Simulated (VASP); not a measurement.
# GaP2 (P6_3/mmc) in VASP: a series of runs

The runs below take GaP2 through relaxation of cell and atoms, with PBE.

Program: VASP 6.6.1. These are calculated values, not measurements. Logs are shortened: lines on timing, memory, paths and dates and some standing lists are left out, and cuts for length are marked.

### 1 The cell of the first run

It takes space group P6_3/mmc (No. 194, hexagonal). The conventional cell has a = 4.457 Å, b = 4.457 Å, c = 7.049 Å, α = 90.00°, β = 90.00°, γ = 120.00°. Ga (site symmetry -6m2) has 12 P at 2.95 to 3.31 Å and 2 Ga at 3.52 Å within 3.9 Å. Within 3.5 Å of P (site symmetry 3m) lie 4 P at 2.65 to 2.88 Å and 6 Ga at 2.95 to 3.31 Å.

The cell was generated, and may not be a known phase.

### 2 Relaxation of cell and atoms, PBE

INCAR reads:

```
PREC = Accurate
ENCUT = 600
EDIFF = 1E-6
ISMEAR = 0
SIGMA = 0.1
LREAL = False
LASPH = True
NELM = 100
ALGO = Normal
ISIF = 3
LWAVE = False
LCHARG = False
GGA = PE
IBRION = 2
NSW = 90
EDIFFG = -0.04
```

KPOINTS reads:

```
Automatic mesh
0
Gamma
  6 6 4
```

POSCAR reads:

```
GaP2
1.0
    4.4565489400      0.0000000000      0.0000000000
   -2.2282744700      3.8594846000      0.0000000000
    0.0000000000      0.0000000000      7.0489615400
Ga P
2 4
Direct
    0.0000000000      0.0000000000      0.2500000000
    0.0000000000      0.0000000000      0.7500000000
    0.3333333300      0.6666666700      0.4540000000
    0.6666666700      0.3333333300      0.9540000000
    0.3333333300      0.6666666700      0.0460000000
    0.6666666700      0.3333333300      0.5460000000
```

Potentials or basis: VASP PAW PBE potentials, release 64 (Ga_d, P).

The run is started by

```bash
$ cat potpaw_PBE.64/Ga_d/POTCAR potpaw_PBE.64/P/POTCAR > POTCAR
$ mpirun -np 1 vasp_std > vasp.out
```

OUTCAR:

```text
PREC = Accurate
   ENCUT = 600
   EDIFF = 1E-6
   ISMEAR = 0
   LREAL = False
   LASPH = True
   NELM = 100
   ISIF = 3
   GGA = PE
   IBRION = 2
   NSW = 90
   EDIFFG = -0.04

 ion  position               nearest neighbor table
   1  0.000  0.000  0.250-
   2  0.000  0.000  0.750-
   3  0.333  0.667  0.454-   6 2.65   6 2.65   6 2.65   5 2.88
   4  0.667  0.333  0.954-   5 2.65   5 2.65   5 2.65   6 2.88
   5  0.333  0.667  0.046-   4 2.65   4 2.65   4 2.65   3 2.88
   6  0.667  0.333  0.546-   3 2.65   3 2.65   3 2.65   4 2.88

  LATTYP: Found a hexagonal cell.
 ALAT       =     4.4565489400
 C/A-ratio  =     1.5817085451

  Lattice vectors:

 A1 = (   4.4565489400,   0.0000000000,   0.0000000000)
 A2 = (  -2.2282744700,   3.8594846000,   0.0000000000)
 A3 = (   0.0000000000,   0.0000000000,   7.0489615400)

Analysis of symmetry for initial positions (statically):
=====================================================================
 Subroutine PRICEL returns:
 Original cell was already a primitive cell.

 Routine SETGRP: Setting up the symmetry group for a
 hexagonal supercell.

 Subroutine GETGRP returns: Found 24 space group operations
 (whereof 12 operations were pure point group operations)
 out of a pool of 24 trial point group operations.

The static configuration has the point symmetry D_3d.
 The point group associated with its full space group is D_6h.

Analysis of symmetry for dynamics (positions and initial velocities):
=====================================================================
 Subroutine PRICEL returns:
 Original cell was already a primitive cell.

 Routine SETGRP: Setting up the symmetry group for a
 hexagonal supercell.

 Subroutine GETGRP returns: Found 24 space group operations
 (whereof 12 operations were pure point group operations)
 out of a pool of 24 trial point group operations.

The dynamic configuration has the point symmetry D_3d.
 The point group associated with its full space group is D_6h.

 Subroutine INISYM returns: Found 24 space group operations
 (whereof 12 operations are pure point group operations),
 and found     1 'primitive' translations

----------------------------------------------------------------------------------------

                                     Primitive cell

  volume of cell :     121.2420

  direct lattice vectors                    reciprocal lattice vectors
     4.456548940  0.000000000  0.000000000     0.224388874  0.129550977  0.000000000
    -2.228274470  3.859484600  0.000000000     0.000000000  0.259101954  0.000000000
[... 94 lines left out ...]
   NFREE  =      1    steps in history (QN), initial steepest desc. (CG)
   ISIF   =      3    stress and relaxation
   ISYM   =      2    0-nonsym 1-usesym 2-fastsym
   POTIM  = 0.5000    time-step for ionic-motion
   TEBEG  =    0.0;   TEEND  =   0.0 temperature during run
   PSTRESS=    0.0 pullay stress
   NELECT =      46.0000    total number of electrons
   NUPDOWN=      -1.0000    fix difference up-down
   EMIN   =  10.00;   EMAX   =-10.00  energy-range for DOS
   EFERMI =   0.00;   METHOD = LEGACY
   ISMEAR =     0;   SIGMA  =   0.10  broadening in eV -4-tet -1-fermi 0-gaus
   EFERMI_NEDOS =   21; number of points for ismear=-14 and -15
   IALGO  =     38    algorithm
   IMIX   =      4    mixing-type and parameters
     AMIX     =   0.40;   BMIX     =  1.00
     AMIX_MAG =   1.60;   BMIX_MAG =  1.00
  volume/ion in A,a.u.               =      20.21       136.36
  Fermi-wavevector in a.u.,A,eV,Ry     =   1.185158  2.239625 19.110749  1.404600
  Thomas-Fermi vector in A             =   2.321358
   LORBIT       =      0    0 simple, 1 ext, 2 COOP (PROOUT), +10 PAW based schemes
   GGA     = PE    functional components
   LHFCALC =     F    Hartree Fock is set to
   AEXX    =    0.0000 exact exchange contribution
   IVDW    =     0    specifies the selected vdW correction
   LEPSILON=     F    determine dielectric tensor
   LRPA    =     F    only Hartree local field effects (RPA)
 conjugate gradient relaxation of ions
 non-spin polarized calculation
 Gauss-broadening in eV      SIGMA  =   0.10
  energy-cutoff  :      600.00
  volume of cell :      121.24
 maximum number of plane-waves:      4110
 NGX is ok and might be reduce to    36
   NGX = 17   NGY = 17   NGZ = 29

--------------------------------------- Ionic step        1  -------------------------------------------

 number of electron      46.0000032 magnetization

 Free energy of the ion-electron system (eV)
  ---------------------------------------------------
  ext. energy  EPLUGINS =         0.00000000
  ---------------------------------------------------
  free energy    TOTEN  =       -24.21559793 eV

  energy without entropy =      -24.19640958  energy(sigma->0) =      -24.20600376

------------------------ aborting loop because EDIFF is reached ----------------------------------------

  FORCE on cell =-STRESS in cart. coord.  units (eV):
  Direction    XX          YY          ZZ          XY          YZ          ZX
  --------------------------------------------------------------------------------------
  -------------------------------------------------------------------------------------
  Total       -6.6767863     -6.6767864     -3.5949124      0.0000000     -0.0000000      0.0000000
  in kB      -88.2317570    -88.2317573    -47.5057040      0.0000000     -0.0000000      0.0000000
  external PRESSURE =     -74.6564061 kB  Pullay stress =       0.0000000 kB
[... 101 lines left out ...]
  FREE ENERGIE OF THE ION-ELECTRON SYSTEM (eV)
  ---------------------------------------------------
  free  energy   TOTEN  =       -24.8389140195 eV

  energy  without entropy=      -24.8129245573  energy(sigma->0) =      -24.82591929

[... ionic steps 4 to 25 ...]

--------------------------------------- Ionic step       26  -------------------------------------------

 number of electron      45.9999985 magnetization

------------------------ aborting loop because EDIFF is reached ----------------------------------------
[... 75 lines left out ...]
--------------------------------------- Ionic step       28  -------------------------------------------

 number of electron      45.9999988 magnetization

 Free energy of the ion-electron system (eV)
  ---------------------------------------------------
  ext. energy  EPLUGINS =         0.00000000
  ---------------------------------------------------
  free energy    TOTEN  =       -25.07720573 eV

  energy without entropy =      -25.06689246  energy(sigma->0) =      -25.07204909

 E-fermi :   6.6303     XC(G=0): -10.5763

 val. band max:        6.5048694485   @ k =   0.3333   0.1667   0.0000
 cond. band min:       6.6466604051   @ k =   0.1667   0.1667   0.2500
 fundamental gap:      0.1417909565
 Fermi energy:         6.6302691091

 k-point     1 :       0.0000    0.0000    0.0000
  band No.  band energies     occupation
      1      -8.2435      2.00000
      2      -8.2428      2.00000
      3      -8.2428      2.00000
      4      -8.2382      2.00000
      5      -8.2382      2.00000
      6      -8.2269      2.00000
[... 652 lines left out ...]
  FREE ENERGIE OF THE ION-ELECTRON SYSTEM (eV)
  ---------------------------------------------------
  free  energy   TOTEN  =       -25.0772057262 eV

  energy  without entropy=      -25.0668924580  energy(sigma->0) =      -25.07204909

 reached required accuracy - stopping structural energy minimisation
```

Run time: 36 min. Hardware: 1 thread of Intel Xeon 8259CL, shared host; peak memory 0.32 GiB.

What came out:

```
Free energy                           : -25.0772 eV
Relaxed volume                        : 18.09 Å³/atom
Relaxed cell                          : a = 4.005 Å, b = 4.005 Å, c = 7.814 Å, α = 90.00°, β = 90.00°, γ = 120.00°
Space group after relaxing (to 0.1 Å) : P6_3/mmc (No. 194)
Energy gained by relaxing             : 143.6 meV/atom
Ionic steps                           : 28
Pressure after relaxing               : 0.2 GPa
Largest force after relaxing          : 0.025 eV/Å
Band gap on the k mesh                : zero (bands 23 and 24 overlap by 2.41 eV)
```

Forces on the atoms (eV/Å):
```
Ga   0.000  0.000  0.000
Ga   0.000  0.000  0.000
P    0.000  0.000 -0.025
P    0.000  0.000 -0.025
P    0.000  0.000  0.025
P    0.000  0.000  0.025
```

The path:
| step | energy change (eV) | largest force (eV/Å) | pressure (GPa) | volume (Å³) |
| --- | --- | --- | --- | --- |
| 1 | 0.0000 | 0.1567 | -7.47 | 121.24 |
| 2 | -0.5734 | 0.1283 | -2.45 | 105.44 |
| 3 | -0.6233 | 0.0273 | 0.62 | 100.24 |
| 4 | -0.6718 | 0.0874 | 0.96 | 100.34 |
| 5 | -0.7717 | 0.0947 | 2.34 | 100.40 |
| 6 | -0.8006 | 0.0556 | 0.68 | 103.27 |
| 7 | -0.8040 | 0.0576 | 0.14 | 104.43 |
| 8 | -0.8043 | 0.0615 | -0.03 | 104.85 |
| 9 | -0.8043 | 0.0631 | -0.11 | 105.00 |
| 10 | -0.8052 | 0.0791 | -0.05 | 104.98 |
| 11 | -0.8087 | 0.1229 | 0.19 | 104.91 |
| 12 | -0.8178 | 0.1600 | 0.65 | 104.76 |
| 13 | -0.8295 | 0.0955 | 1.69 | 104.45 |
| 14 | -0.8296 | 0.0838 | 1.88 | 104.40 |
| 15 | -0.8297 | 0.0833 | 1.86 | 104.41 |
| 16 | -0.8300 | 0.0813 | 1.89 | 104.42 |
| 17 | -0.8305 | 0.0772 | 1.92 | 104.45 |
| 18 | -0.8315 | 0.0684 | 2.01 | 104.51 |
| 19 | -0.8328 | 0.0461 | 2.16 | 104.62 |
| 20 | -0.8316 | 0.0239 | 2.50 | 104.85 |
| 21 | -0.8331 | 0.0312 | 2.28 | 104.68 |
| 22 | -0.8349 | 0.0294 | 2.20 | 104.82 |
| 23 | -0.8399 | 0.0226 | 2.00 | 105.21 |
| 24 | -0.8483 | 0.0036 | 1.60 | 106.02 |
| 25 | -0.8578 | 0.0498 | 0.85 | 107.63 |
| 26 | -0.8588 | 0.0765 | 0.53 | 108.35 |
| 27 | -0.8598 | 0.0633 | 0.45 | 108.40 |
| 28 | -0.8616 | 0.0252 | 0.20 | 108.53 |

Final structure:
```yaml
crystal:
  lattice:
    - [4.00485, 0.00000, 0.00000]
    - [-2.00243, 3.46830, 0.00000]
    - [0.00000, 0.00000, 7.81384]
  atoms:
    - { symbol: Ga, position: [0.00000, 0.00000, 0.25000] }
    - { symbol: Ga, position: [0.00000, 0.00000, 0.75000] }
    - { symbol: P, position: [0.33333, 0.66667, 0.46666] }
    - { symbol: P, position: [0.66667, 0.33333, 0.96666] }
    - { symbol: P, position: [0.33333, 0.66667, 0.03334] }
    - { symbol: P, position: [0.66667, 0.33333, 0.53334] }
```

### 3 Relaxation of cell and atoms, PBE

This run uses another cell than the first one, of 16.64 Å³/atom.

INCAR reads:

```
SYSTEM = GaP2
ALGO = Normal ; EDIFF = 1E-6
EDIFFG = -0.01 ; ENCUT = 600
GGA = PE ; IBRION = 2
ISIF = 3 ; ISMEAR = 0
LASPH = .TRUE. ; LCHARG = .FALSE.
LREAL = .FALSE. ; LWAVE = .FALSE.
NELM = 80 ; NSW = 100
PREC = Accurate ; SIGMA = 0.1
```

KPOINTS reads:

```
k-points
0
G
  12 12 4
  0 0 0
```

POSCAR reads:

```
GaP2
1.0
    3.4349523705      0.0000000000      0.0000000000
   -1.7174761853      2.9747560137      0.0000000000
    0.0000000000      0.0000000000      9.7679280095
Ga P
2 4
Direct
    0.0000000000      0.0000000000      0.2500000000
    0.0000000000      0.0000000000      0.7500000000
    0.3333333333      0.6666666667      0.4326999823
    0.6666666667      0.3333333333      0.9326999823
    0.3333333333      0.6666666667      0.0673000177
    0.6666666667      0.3333333333      0.5673000177
```

Potentials or basis: VASP PAW PBE potentials, release 64 (Ga_d, P).

The run is started by

```bash
$ cat potpaw_PBE.64/Ga_d/POTCAR potpaw_PBE.64/P/POTCAR > POTCAR
$ mpirun -np 1 vasp_std > vasp.out
```

It took 15 min on 1 thread of Intel Xeon 8259CL, shared host; peak memory 0.35 GiB.

The run converged. Its results:

* Free energy: -26.7771 eV
* Relaxed volume: 16.79 Å³/atom
* Relaxed cell: a = 3.432 Å, b = 3.432 Å, c = 9.874 Å, α = 90.00°, β = 90.00°, γ = 120.00°
* Space group after relaxing (to 0.1 Å): P6_3/mmc (No. 194)
* Energy gained by relaxing: 0.6 meV/atom
* Ionic steps: 8
* Pressure after relaxing: 0.0 GPa
* Band gap on the k mesh: zero (bands 23 and 24 overlap by 3.12 eV)

Step by step:
| step | energy change (eV) | largest force (eV/Å) | pressure (GPa) | volume (Å³) |
| --- | --- | --- | --- | --- |
| 1 | 0.0000 | 0.0451 | 0.33 | 99.81 |
| 2 | -0.0017 | 0.0578 | 0.01 | 100.31 |
| 3 | -0.0021 | 0.0689 | -0.23 | 100.70 |
| 4 | -0.0033 | 0.0174 | 0.01 | 100.62 |
| 5 | -0.0033 | 0.0010 | 0.07 | 100.60 |
| 6 | -0.0033 | 0.0017 | 0.07 | 100.59 |
| 7 | -0.0034 | 0.0036 | 0.08 | 100.59 |
| 8 | -0.0034 | 0.0004 | 0.03 | 100.72 |

Final structure:
```xyz
6
Lattice="3.4319 0.0000 0.0000 -1.7160 2.9721 0.0000 0.0000 0.0000 9.8745" Properties=species:S:1:pos:R:3 pbc="T T T"
Ga    0.0000    0.0000    2.4686
Ga    1.7160    2.9721    7.4059
P     0.0000    1.9814    4.2848
P     1.7160    0.9907    9.2220
P     0.0000    1.9814    0.6525
P     1.7160    0.9907    5.5897
```

Levels at points of the mesh, in eV from the Fermi level:
```
           k point  band 20  band 21  band 22  band 23  band 24  band 25  band 26  band 27
(0.00, 0.00, 0.00)    -1.70    -1.41     0.98     0.98     1.32     1.69     1.69     2.40
(0.50, 0.00, 0.00)    -3.93    -3.58    -3.48    -0.57     0.41     0.76     0.98     1.92
(0.00, 0.00, 0.50)    -1.76     0.64     0.64     1.30     1.30     1.30     1.30     2.93
(0.50, 0.00, 0.50)    -3.77    -2.01    -2.01    -1.34    -1.34     1.21     1.21     2.19
```

The gap in the log of VASP goes by the Fermi energy; the results here count the filled bands.